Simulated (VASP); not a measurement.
Wanted: the native input for a VASP 6.6.1 run.

| Item | Value |
| --- | --- |
| Task | single point |
| Functional | PBE0 |
| Potentials or basis | VASP PAW PBE potentials, release 64 (Cd, S) |
| Cutoff | 520 eV |
| k mesh | 4 × 4 × 2 |
| Occupations | fermi-dirac, width 0.05 eV |
| Spin | no spin polarisation |
| Dipole correction | no |
| Grid for exact exchange (PRECFOCK) | Normal |
| Further INCAR settings | ALGO = Normal; EDIFF = 1e-07; NBANDS = 26 |

The system is CdS (Greenockite).

```
CELL_PARAMETERS angstrom
4.15000 0.00000 0.00000
-2.07500 3.59401 0.00000
0.00000 0.00000 6.73700
ATOMIC_POSITIONS crystal
Cd 0.66667 0.33333 0.50000
Cd 0.33333 0.66667 0.00000
S 0.66667 0.33333 0.87500
S 0.33333 0.66667 0.37500
```

One way to write it, as run:

POSCAR

```
CdS
1.0
    4.1500000000      0.0000000000      0.0000000000
   -2.0750000000      3.5940054257      0.0000000000
    0.0000000000      0.0000000000      6.7370000000
Cd S
2 2
Direct
    0.6666666667      0.3333333333      0.5000000000
    0.3333333333      0.6666666667      0.0000000000
    0.6666666667      0.3333333333      0.8750000000
    0.3333333333      0.6666666667      0.3750000000
```

INCAR.step1

```
PREC = Accurate ; ENCUT = 520
EDIFF = 1E-5 ; ISMEAR = -1
SIGMA = 0.05 ; LREAL = F
LASPH = T ; NELM = 80
ALGO = Normal ; ISIF = 2
LWAVE = T ; LCHARG = F
NBANDS = 26 ; GGA = PE
```

INCAR.step2

```
PREC = Accurate ; ENCUT = 520
EDIFF = 1E-7 ; ISMEAR = -1
SIGMA = 0.05 ; LREAL = F
LASPH = T ; NELM = 80
ALGO = Normal ; ISIF = 2
LWAVE = F ; LCHARG = F
GGA = PE ; LHFCALC = T
AEXX = 0.25 ; PRECFOCK = Normal
NBANDS = 26 ; ISTART = 1
```

KPOINTS

```
regular mesh
0
Gamma
  4 4 2
```

Potentials or basis: VASP PAW PBE potentials, release 64 (Cd, S).

Command:

```bash
$ cat potpaw_PBE.64/Cd/POTCAR potpaw_PBE.64/S/POTCAR > POTCAR
$ cp INCAR.step1 INCAR
$ mpirun -np 1 vasp_std > vasp.out
$ cp INCAR.step2 INCAR
$ mpirun -np 1 vasp_std > vasp.out
```

Results of the run:

```yaml
Pressure: 1.0 GPa
Largest_force: 0.063 eV/Å
Band_gap_on_the_k_mesh: 2.94 eV, direct
```

Caveat: the k points lie up to 0.47 Å⁻¹ apart; the PAW data sets were made with another functional, which shifts forces and pressure a little.

It took 20 min on 1 thread of Intel(R) Xeon(R) Platinum 8259CL CPU @ 2.50GHz (Skylake/Cascade Lake), with other jobs on the host, peak memory 0.25 GiB.
